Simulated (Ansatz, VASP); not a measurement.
## Two plane-wave programs on Li

INCAR

```
  PREC = Accurate
  ENCUT = 750
  EDIFF = 1E-7
  ISMEAR = -1
  SIGMA = 0.1
  LREAL = F
  LASPH = T
  NELM = 120
  ALGO = Normal
  ISIF = 3
  LWAVE = F
  LCHARG = F
  GGA = PS
  IBRION = 2
  NSW = 100
  EDIFFG = -0.002
  GGA_COMPAT = F
  NELMIN = 4
```

Contents of KPOINTS:

```
Automatic mesh
0
Gamma
  14 14 14
```

The input POSCAR:

```
Li
1.0
   -1.7546500000      1.7546500000      1.7546500000
    1.7546500000     -1.7546500000      1.7546500000
    1.7546500000      1.7546500000     -1.7546500000
Li
1
Direct
    0.0000000000      0.0000000000      0.0000000000
```

Input for Ansatz:

```yaml
crystal:
  lattice:
    - [-1.75465, 1.75465, 1.75465]
    - [1.75465, -1.75465, 1.75465]
    - [1.75465, 1.75465, -1.75465]
  atoms:
    - { symbol: Li, position: [0.0, 0.0, 0.0] }
kpoints:
  mp_grid: { grid: [14, 14, 14] }
scf:
  occupations: { method: fermi_dirac, width: 0.1 }
hamiltonian:
  xc: pbesol
  pseudopotentials: { kind: paw }
relax:
  f_tol: 0.002
  max_steps: 80
  cell: {}
output:
  forces: true
  stress: true
```

Alike in both runs: task relaxation of cell and atoms; functional PBEsol; k mesh 14 × 14 × 14; occupations fermi-dirac, width 0.1 eV; no spin polarisation.

|  | VASP | Ansatz |
| --- | --- | --- |
| version | VASP 6.6.1 | Ansatz 0.2.0 |
| potentials or method | VASP PAW PBE potentials, release 64 (Li_sv) | PAW with Ansatz's default frozen-core files, scalar-relativistic |
| plane-wave cutoff (eV) | 750 | 420 |
| valence electrons in the cell | 3 | 3 |

```csv
,VASP,Ansatz,Ansatz less VASP
relaxed volume (Å³/atom),20.17,20.22,+0.050
relaxed length of the cell vector where the two differ most in proportion (Å),2.970,2.972,+0.0025
```

VASP's potentials were made for PBE, not for PBEsol.
